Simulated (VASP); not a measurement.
# ScAl3N4 (Cm) in VASP: a series of runs

Runs on ScAl3N4. Level: PBE. Tasks: single point.

Everything below comes from runs of VASP 6.6.1. Logs are shortened: lines on timing, memory, paths and dates and some standing lists are left out, and cuts for length are marked.

### Step 1. The cell of the first run

It takes space group Cm (No. 8, monoclinic). The conventional cell has a = 11.559 Å, b = 3.221 Å, c = 5.580 Å, α = 90.00°, β = 118.86°, γ = 90.00°. Sc (site symmetry m) has 4 N at 1.93 to 1.95 Å within 2.6 Å. Al (site symmetry m) has 4 N at 1.93 to 1.95 Å within 2.6 Å. Al (site symmetry m) has 4 N at 1.93 to 1.95 Å within 2.6 Å. Al (site symmetry m) has 4 N at 1.93 to 1.95 Å within 2.6 Å. Within 2.6 Å of N (site symmetry m) lie 1 Sc at 1.93 Å and 3 Al at 1.95 Å. Within 2.6 Å of N (site symmetry m) lie 4 Al at 1.93 to 1.95 Å. N (site symmetry m) has 2 Al at 1.93 to 1.95 Å and 2 Sc at 1.95 Å within 2.6 Å. Within 2.6 Å of N (site symmetry m) lie 3 Al at 1.93 to 1.95 Å and 1 Sc at 1.95 Å.

### Step 2. Single point, PBE

INCAR

```
PREC = Accurate
ENCUT = 600
EDIFF = 1E-6
ISMEAR = 0
SIGMA = 0.1
LREAL = False
LASPH = True
NELM = 120
ALGO = Normal
ISIF = 2
LWAVE = False
LCHARG = False
GGA = PE
NBANDS = 30
GGA_COMPAT = False
```

KPOINTS

```
Automatic mesh
0
Gamma
  6 6 6
```

POSCAR

```
ScAl3N4
1.0
   -3.2215000000      0.0000000000      0.0000000000
    0.0000000000      5.5798016766      0.0000000000
    1.6107500000     -2.7899008383     -5.0615000000
Sc Al N
1 3 4
Direct
    0.0000000000      0.3333333300      0.0000000000
    0.5000000000      0.8333333300      0.0000000000
    0.7500000000      0.4166666700      0.5000000000
    0.2500000000      0.9166666700      0.5000000000
    0.8090000000      0.1423333300      0.6180000000
    0.3090000000      0.6423333300      0.6180000000
    0.5590000000      0.2256666700      0.1180000000
    0.0590000000      0.7256666700      0.1180000000
```

Potentials or basis: VASP PAW PBE potentials, release 64 (Sc_sv, Al, N).

Launch:

```
$ cat potpaw_PBE.64/Sc_sv/POTCAR potpaw_PBE.64/Al/POTCAR potpaw_PBE.64/N/POTCAR > POTCAR
$ mpirun -np 1 vasp_std > vasp.out
```

OUTCAR:

```text
PREC = Accurate
   ENCUT = 600
   EDIFF = 1E-6
   ISMEAR = 0
   LREAL = False
   LASPH = True
   NELM = 120
   ISIF = 2
   GGA = PE

 ion  position               nearest neighbor table
   1  0.000  0.333  0.000-   5 1.93   7 1.95   7 1.95   8 1.95   3 3.14   3 3.14   4 3.14   4 3.14
                             4 3.14   3 3.14   2 3.22   2 3.22   2 3.22   2 3.22
   2  0.500  0.833  0.000-   6 1.93   8 1.95   8 1.95   7 1.95   4 3.14   4 3.14   3 3.14   3 3.14
                             4 3.14   3 3.14   1 3.22   1 3.22   1 3.22   1 3.22
   3  0.750  0.417  0.500-   7 1.93   6 1.95   6 1.95   5 1.95   2 3.14   2 3.14   1 3.14   1 3.14
                             2 3.14   1 3.14   4 3.22   4 3.22   4 3.22   4 3.22
   4  0.250  0.917  0.500-   8 1.93   5 1.95   5 1.95   6 1.95   1 3.14   1 3.14   2 3.14   2 3.14
                             1 3.14   2 3.14   3 3.22   3 3.22   3 3.22   3 3.22
   5  0.809  0.142  0.618-   1 1.93   4 1.95   4 1.95   3 1.95
   6  0.309  0.642  0.618-   2 1.93   3 1.95   3 1.95   4 1.95
   7  0.559  0.226  0.118-   3 1.93   1 1.95   1 1.95   2 1.95
   8  0.059  0.726  0.118-   4 1.93   2 1.95   2 1.95   1 1.95

  LATTYP: Found a body centered orthorhombic cell.
 ALAT       =     3.2215000000
 B/A-ratio  =     1.7320508076
 C/A-ratio  =     3.1423250039

  Lattice vectors:

 A1 = (  -1.6107500000,   2.7899008383,   5.0615000000)
 A2 = (   1.6107500000,  -2.7899008383,   5.0615000000)
 A3 = (   1.6107500000,   2.7899008383,  -5.0615000000)

Analysis of symmetry for initial positions (statically):
=====================================================================
 Subroutine PRICEL returns:
 Original cell was already a primitive cell.

 Routine SETGRP: Setting up the symmetry group for a
 body centered orthorhombic supercell.

 Subroutine GETGRP returns: Found  2 space group operations
 (whereof  2 operations were pure point group operations)
 out of a pool of  8 trial point group operations.

The static configuration has the point symmetry C_1h.

Analysis of symmetry for dynamics (positions and initial velocities):
=====================================================================
 Subroutine PRICEL returns:
 Original cell was already a primitive cell.

 Routine SETGRP: Setting up the symmetry group for a
 body centered orthorhombic supercell.

 Subroutine GETGRP returns: Found  2 space group operations
 (whereof  2 operations were pure point group operations)
 out of a pool of  8 trial point group operations.

The dynamic configuration has the point symmetry C_1h.

 Subroutine INISYM returns: Found  2 space group operations
 (whereof  2 operations are pure point group operations),
 and found     1 'primitive' translations

----------------------------------------------------------------------------------------

                                     Primitive cell

  volume of cell :      90.9821

  direct lattice vectors                    reciprocal lattice vectors
    -3.221500000  0.000000000  0.000000000    -0.310414403  0.000000000 -0.098784945
     0.000000000  5.579801677  0.000000000     0.000000000  0.179217839 -0.098784945
     1.610750000 -2.789900838 -5.061500000     0.000000000  0.000000000 -0.197569890

  length of vectors
     3.221500000  5.579801677  5.999737036     0.325753844  0.204639926  0.197569890

  position of ions in fractional coordinates (direct lattice)
     0.000000000  0.333333330  0.000000000
     0.500000000  0.833333330  0.000000000
     0.750000000  0.416666670  0.500000000
     0.250000000  0.916666670  0.500000000
     0.809000000  0.142333330  0.618000000
     0.309000000  0.642333330  0.618000000
     0.559000000  0.225666670  0.118000000
     0.059000000  0.725666670  0.118000000

  ion indices of the primitive-cell ions
   primitive index   ion index
                 1           1
                 2           2
                 3           3
                 4           4
                 5           5
                 6           6
                 7           7
                 8           8

----------------------------------------------------------------------------------------

 KPOINTS: Automatic mesh

Automatic generation of k-mesh.
 Grid dimensions read from file:
 generate k-points for:    6    6    6

 Generating k-lattice:

  Cartesian coordinates                     Fractional coordinates (reciprocal lattice)
    -0.051735734  0.000000000 -0.016464158     0.166666667  0.000000000 -0.000000000
     0.000000000  0.029869640 -0.016464158     0.000000000  0.166666667 -0.000000000
     0.000000000  0.000000000 -0.032928315     0.000000000  0.000000000  0.166666667

  Length of vectors
     0.054292307  0.034106654  0.032928315

  Shift w.r.t. Gamma in fractional coordinates (k-lattice)
     0.000000000  0.000000000  0.000000000

 Subroutine IBZKPT returns following result:
 ===========================================

 Found     68 irreducible k-points:

[... 32 lines left out ...]
   EDIFFG = 0.1E-04   stopping-criterion for IOM
   NSW    =      0    number of steps for IOM
   IBRION =     -1    ionic relax: 0-MD 1-quasi-New 2-CG
   NFREE  =      0    steps in history (QN), initial steepest desc. (CG)
   ISIF   =      2    stress and relaxation
   ISYM   =      2    0-nonsym 1-usesym 2-fastsym
   POTIM  = 0.5000    time-step for ionic-motion
   TEBEG  =    0.0;   TEEND  =   0.0 temperature during run
   PSTRESS=    0.0 pullay stress
   NELECT =      40.0000    total number of electrons
   NUPDOWN=      -1.0000    fix difference up-down
   EMIN   =  10.00;   EMAX   =-10.00  energy-range for DOS
   EFERMI =   0.00;   METHOD = LEGACY
   ISMEAR =     0;   SIGMA  =   0.10  broadening in eV -4-tet -1-fermi 0-gaus
   EFERMI_NEDOS =   21; number of points for ismear=-14 and -15
   IALGO  =     38    algorithm
   IMIX   =      4    mixing-type and parameters
     AMIX     =   0.40;   BMIX     =  1.00
     AMIX_MAG =   1.60;   BMIX_MAG =  1.00
  volume/ion in A,a.u.               =      11.37        76.75
  Fermi-wavevector in a.u.,A,eV,Ry     =   1.244828  2.352384 21.083553  1.549597
  Thomas-Fermi vector in A             =   2.379078
   LORBIT       =      0    0 simple, 1 ext, 2 COOP (PROOUT), +10 PAW based schemes
   GGA     = PE    functional components
   LHFCALC =     F    Hartree Fock is set to
   AEXX    =    0.0000 exact exchange contribution
   IVDW    =     0    specifies the selected vdW correction
   LEPSILON=     F    determine dielectric tensor
   LRPA    =     F    only Hartree local field effects (RPA)
 non-spin polarized calculation
 Gauss-broadening in eV      SIGMA  =   0.10
  energy-cutoff  :      600.00
  volume of cell :       90.98
 maximum number of plane-waves:      3066
 NGX is ok and might be reduce to    28
   NGX = 13   NGY = 23   NGZ = 23

 number of electron      40.0000001 magnetization

 Free energy of the ion-electron system (eV)
  ---------------------------------------------------
  ext. energy  EPLUGINS =         0.00000000
  ---------------------------------------------------
  free energy    TOTEN  =       -61.34380224 eV

  energy without entropy =      -61.34380224  energy(sigma->0) =      -61.34380224

 E-fermi :   5.5231     XC(G=0): -10.8049

 val. band max:        4.9814159400   @ k =   0.0000   0.5000   0.5000
 cond. band min:       8.7102211712   @ k =   0.0000   0.0000   0.0000
 fundamental gap:      3.7288052313
 Fermi energy:         5.5231264094

 k-point     1 :       0.0000    0.0000    0.0000
  band No.  band energies     occupation
      1     -40.7723      2.00000
      2     -19.7574      2.00000
      3     -19.7260      2.00000
      4     -19.4753      2.00000
      5      -9.2678      2.00000
      6      -7.4896      2.00000
[... 22 lines left out ...]
     29      14.4525      0.00000
     30      14.5968      0.00000

 k-point     2 :       0.1667    0.0000    0.0000
  band No.  band energies     occupation
      1     -40.7635      2.00000
      2     -19.7476      2.00000
      3     -19.7201      2.00000
      4     -19.5803      2.00000
      5      -9.0088      2.00000
      6      -7.4316      2.00000
[... 718 lines left out ...]
 k-point    24 :      -0.3333    0.3333    0.0000
  band No.  band energies     occupation
      1     -40.7460      2.00000
      2     -19.8424      2.00000
      3     -19.7210      2.00000
      4     -19.6559      2.00000
      5      -8.2279      2.00000
      6      -7.4050      2.00000
[... 22 lines left out ...]
     29      14.0054      0.00000
     30      14.2110      0.00000

 [... further k-points ...]

------------------------ aborting loop because EDIFF is reached ----------------------------------------

  FORCE on cell =-STRESS in cart. coord.  units (eV):
  Direction    XX          YY          ZZ          XY          YZ          ZX
  --------------------------------------------------------------------------------------
  -------------------------------------------------------------------------------------
  Total        2.4735751      2.7665673      4.5644272      0.0000000     -0.0532410      0.0000000
  in kB       43.5591640     48.7186997     80.3786536      0.0000000     -0.9375640      0.0000000
  external PRESSURE =      57.5521724 kB  Pullay stress =       0.0000000 kB

 VOLUME and BASIS-vectors are now :
 -----------------------------------------------------------------------------
  energy-cutoff  :      600.00
  volume of cell :       90.98
      direct lattice vectors                 reciprocal lattice vectors
    -3.221500000  0.000000000  0.000000000    -0.310414403  0.000000000 -0.098784945
     0.000000000  5.579801677  0.000000000     0.000000000  0.179217839 -0.098784945
     1.610750000 -2.789900838 -5.061500000     0.000000000  0.000000000 -0.197569890

 POSITION                                       TOTAL-FORCE (eV/Angst)
 -----------------------------------------------------------------------------------
      0.00000      1.85993      0.00000        -0.000000     -0.313147     -1.008320
     -1.61075      4.64983      0.00000        -0.000000      0.237848     -0.534202
     -1.61075      0.92997     -2.53075        -0.000000     -0.179383      0.155466
      0.00000      3.71987     -2.53075        -0.000000      0.195472      0.175753
     -1.61075     -0.92997     -3.12801         0.000000     -0.029685      3.318182
      0.00000      1.85993     -3.12801        -0.000000      0.027212      0.190993
     -1.61075      0.92997     -0.59726        -0.000000     -2.914150     -1.611706
      0.00000      3.71987     -0.59726        -0.000000      2.975832     -0.686166
 -----------------------------------------------------------------------------------
    total drift:                               -0.000030     -0.000057     -0.000173

  FREE ENERGIE OF THE ION-ELECTRON SYSTEM (eV)
  ---------------------------------------------------
  free  energy   TOTEN  =       -61.3438022359 eV

  energy  without entropy=      -61.3438022359  energy(sigma->0) =      -61.34380224
```

Run time: 5.7 min. Hardware: 1 thread of Oxide Virtual Turin-like, shared host; peak memory 0.34 GiB.

Results:

```yaml
Free_energy: -61.3438 eV
Pressure: 5.8 GPa
Largest_force: 3.330 eV/Å
Band_gap_on_the_k_mesh: 3.73 eV (least direct gap 3.98 eV)
```

Forces in eV/Å, atoms in the order of the input:
```
Sc   0.000 -0.313 -1.008
Al   0.000  0.238 -0.534
Al   0.000 -0.179  0.155
Al   0.000  0.195  0.176
N    0.000 -0.030  3.318
N    0.000  0.027  0.191
N    0.000 -2.914 -1.612
N    0.000  2.976 -0.686
```

Stress tensor (GPa, compression positive):
```
 4.36  0.00  0.00
 0.00  4.87 -0.09
 0.00 -0.09  8.04
```

Levels at points of the mesh, in eV from the valence-band top:
```csv
k point,band 16,band 17,band 18,band 19,band 20,band 21,band 22,band 23,band 24,band 25
"(0.00, 0.00, 0.00)",-0.63,-0.54,-0.45,-0.31,-0.26,3.73,4.88,5.15,5.67,6.27
"(0.50, 0.00, 0.00)",-1.66,-1.15,-0.91,-0.32,-0.18,4.87,5.24,5.73,6.32,6.71
"(0.00, 0.50, 0.00)",-1.05,-0.72,-0.66,-0.34,-0.18,5.09,5.82,5.94,6.45,6.72
"(0.00, 0.50, 0.50)",-1.07,-1.01,-0.81,-0.03,0.00,5.21,5.62,6.25,6.33,6.54
"(0.50, 0.50, 0.00)",-1.46,-1.41,-0.82,-0.25,-0.01,4.67,5.03,5.16,5.44,6.24
"(0.00, 0.00, 0.50)",-0.95,-0.73,-0.66,-0.40,-0.26,4.89,5.13,5.65,6.23,6.48
```

Caveat: the cell stands under pressure; forces of over 1 eV/Å act on the atoms, so gaps and moduli don't describe the material at rest.

### Step 3. Single point, PBE

This run uses another cell than the first one, of 11.57 Å³/atom.

INCAR

```
SYSTEM = ScAl3N4
PREC     = Accurate       ! precision mode
ENCUT    = 600            ! plane-wave cutoff, eV
EDIFF    = 1E-6           ! SCF threshold, eV
ISMEAR   = 0              ! smearing method
SIGMA    = 0.1            ! smearing width, eV
LREAL    = .False.        ! projectors in reciprocal space
LASPH    = .True.         ! aspherical terms in the spheres
NELM     = 120            ! most SCF steps
ALGO     = Normal         ! electronic algorithm
ISIF     = 2              ! what is computed and relaxed
LWAVE    = .False.        ! write WAVECAR
LCHARG   = .True.         ! write CHGCAR
GGA      = PE             ! functional
LELF     = .True.         ! ELF
LVHAR    = .True.       
NBANDS   = 30             ! bands
GGA_COMPAT= .False.
```

KPOINTS

```
Automatic mesh
0
Gamma
  6 6 6
  0 0 0
```

POSCAR

```
ScAl3N4
1.0
   -3.2268868331      0.0000000000      0.0000000000
    0.0000000000      5.6297625721      0.0002239730
    1.6134434165     -2.8150844544     -5.0937477316
Sc Al N
1 3 4
Direct
    0.0048429247      0.3350834338      0.0096858494
    0.5003294624      0.8367758106      0.0006589248
    0.7533359413      0.4167388508      0.5066718827
    0.2456855018      0.9163747833      0.4913710037
    0.8000724052      0.1306536127      0.6001448104
    0.3064803370      0.6432705686      0.6129606740
    0.5678460802      0.2141022935      0.1356921604
    0.0574073473      0.7430006467      0.1148146947
```

Potentials or basis: VASP PAW PBE potentials, release 64 (Sc_sv, Al, N).

Launch:

```
$ cat potpaw_PBE.64/Sc_sv/POTCAR potpaw_PBE.64/Al/POTCAR potpaw_PBE.64/N/POTCAR > POTCAR
$ mpirun -np 1 vasp_std > vasp.out
```

Wall time 6.2 min (1 thread of Oxide Virtual Turin-like, shared host); peak memory 0.34 GiB.

Results (log left out):

```yaml
Free_energy: -61.9411 eV
Pressure: 0.1 GPa
Largest_force: 0.087 eV/Å
Band_gap_on_the_k_mesh: 3.59 eV (least direct gap 3.70 eV)
```

Forces in eV/Å, atoms in the order of the input:
```
Sc   0.000  0.000  0.007
Al   0.000  0.009  0.004
Al   0.000 -0.001  0.001
Al   0.000  0.004 -0.002
N    0.000 -0.002  0.059
N    0.000 -0.003 -0.009
N    0.000 -0.077 -0.041
N    0.000  0.071 -0.019
```

Stress tensor (GPa, compression positive):
```
-0.06  0.00  0.00
 0.00  0.04  0.01
 0.00  0.01  0.17
```

Levels at points of the mesh, in eV from the valence-band top:
```csv
k point,band 18,band 19,band 20,band 21,band 22,band 23
"(0.00, 0.00, 0.00)",-0.47,-0.38,-0.11,3.59,4.49,4.85
"(0.50, 0.00, 0.00)",-0.87,-0.35,-0.20,4.38,4.69,5.06
"(0.00, 0.50, 0.00)",-0.63,-0.33,-0.25,4.56,5.41,5.61
"(0.50, 0.50, 0.00)",-0.91,-0.24,-0.01,4.24,4.46,4.93
"(0.00, 0.00, 0.50)",-0.66,-0.43,-0.34,4.40,4.65,5.45
"(0.00, 0.50, 0.50)",-0.86,-0.12,-0.02,4.71,5.15,5.55
```

A k mesh can miss the band edges.

### Step 4. Single point, PBE

This run uses another cell than the first one, of 11.57 Å³/atom.

INCAR

```
  PREC = Accurate
  ENCUT = 600
  EDIFF = 1E-6
  ISMEAR = 0
  SIGMA = 0.02
  LREAL = False
  LASPH = True
  NELM = 120
  ALGO = Normal
  ISIF = 2
  LWAVE = False
  LCHARG = False
  GGA = PE
  NBANDS = 30
  GGA_COMPAT = False
```

KPOINTS

```
Automatic mesh
0
Gamma
  8 8 8
```

POSCAR

```
ScAl3N4
1.0
   -3.2260879834      0.0000000000      0.0000000000
    0.0000000000      5.6297024760      0.0001732138
    1.6130439917     -2.8150083094     -5.0979812103
Sc Al N
1 3 4
Direct
    0.0047844468      0.3349466353      0.0095688936
    0.5002747733      0.8367819288      0.0005495466
    0.7532799367      0.4166546957      0.5065598735
    0.2456516145      0.9163687662      0.4913032291
    0.8001120971      0.1307181749      0.6002241942
    0.3065315795      0.6433240979      0.6130631590
    0.5678854991      0.2141066669      0.1357709982
    0.0574800529      0.7430990344      0.1149601059
```

Launch:

```
$ cat potpaw_PBE.64/Sc_sv/POTCAR potpaw_PBE.64/Al/POTCAR potpaw_PBE.64/N/POTCAR > POTCAR
$ mpirun -np 1 vasp_std > vasp.out
```

Wall time 14 min (1 thread of Oxide Virtual Turin-like, shared host); peak memory 0.53 GiB.

It converged, with:

| Property | Result |
| --- | --- |
| Free energy | -61.9419 eV |
| Pressure | 0.0 GPa |
| Largest force | 0.087 eV/Å |
| Band gap on the k mesh | 3.59 eV (least direct gap 3.70 eV) |

Forces on the atoms (eV/Å):
```
Sc   0.000  0.016  0.011
Al   0.000 -0.002  0.001
Al   0.000  0.000  0.000
Al   0.000  0.002  0.002
N    0.000 -0.001  0.057
N    0.000 -0.002 -0.008
N    0.000 -0.074 -0.046
N    0.000  0.061 -0.017
```

Levels at points of the mesh, in eV from the valence-band top:
```tsv
k point	band 16	band 17	band 18	band 19	band 20	band 21	band 22	band 23	band 24	band 25
(0.00, 0.00, 0.00)	-0.61	-0.58	-0.47	-0.38	-0.12	3.59	4.48	4.85	5.05	5.50
(0.50, 0.00, 0.00)	-1.75	-1.27	-0.87	-0.35	-0.20	4.38	4.69	5.06	5.93	6.05
(0.00, 0.50, 0.00)	-1.02	-0.70	-0.63	-0.33	-0.24	4.56	5.41	5.60	5.73	6.35
(0.50, 0.50, 0.00)	-1.52	-1.42	-0.91	-0.24	-0.01	4.24	4.45	4.93	5.22	6.13
(0.00, 0.00, 0.50)	-0.90	-0.76	-0.66	-0.43	-0.34	4.39	4.65	5.45	5.54	6.39
(0.00, 0.50, 0.50)	-1.02	-0.98	-0.87	-0.12	-0.02	4.70	5.14	5.54	5.72	6.12
```

A k mesh can miss the band edges.

### Step 5. The runs side by side

| cell | k mesh | smearing | gap on the mesh (eV) | pressure (GPa) | largest force (eV/Å) |
| --- | --- | --- | --- | --- | --- |
| a = 3.221, b = 5.580, c = 6.000 Å, angles 117.7, 105.6, 90.0°, 8 atoms, atomic positions A | 6 × 6 × 6 | gaussian 0.1 eV | 3.73 | 5.8 | 3.33 |
| a = 3.227, b = 5.630, c = 6.039 Å, angles 117.8, 105.5, 90.0°, 8 atoms, atomic positions B | 6 × 6 × 6 | gaussian 0.1 eV | 3.59 | 0.1 | 0.09 |
| a = 3.226, b = 5.630, c = 6.043 Å, angles 117.8, 105.5, 90.0°, 8 atoms, atomic positions C | 8 × 8 × 8 | gaussian 0.02 eV | 3.59 | 0.0 | 0.09 |

Alike in all rows: task single point; level PBE; potentials or basis VASP PAW PBE potentials, release 64 (Sc_sv, Al, N); no spin polarisation; cutoff (eV) 600.

Caveats: the cell stands under pressure (at least some runs); forces of over 1 eV/Å act on the atoms, so gaps and moduli don't describe the material at rest (at least some runs).

Total energies depend on the potentials used, so only differences within one code and one set of settings carry meaning.
